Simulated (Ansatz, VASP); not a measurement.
## One calculation of Nb, two programs

```xyz
1
Lattice="-1.6640 1.6640 1.6640 1.6640 -1.6640 1.6640 1.6640 1.6640 -1.6640" Properties=species:S:1:pos:R:3 pbc="T T T"
Nb    0.0000    0.0000    0.0000
```

Alike in both runs: task relaxation of cell and atoms; functional PBEsol; k mesh 11 × 11 × 11; occupations fermi-dirac, width 0.05 eV; no spin polarisation.

|  | VASP | Ansatz |
| --- | --- | --- |
| version | VASP 6.6.1 | Ansatz 0.2.0 |
| potentials or method | VASP PAW PBE potentials, release 64 (Nb_sv), cutoff 500 eV | all-electron LAPW, scalar-relativistic |

Ansatz gave:

| Quantity | Value |
| --- | --- |
| relaxed volume (Å³/atom) | 17.59 |
| relaxed cell length with the largest relative difference (Å) | 2.837 |

Problem. What did VASP give for the same quantities?

Solution. Relaxed volume (Å³/atom): 17.56; relaxed cell length with the largest relative difference (Å): 2.836.

VASP's potentials were made for PBE, not for PBEsol. Ansatz ran all-electron here, and VASP with PAW potentials.
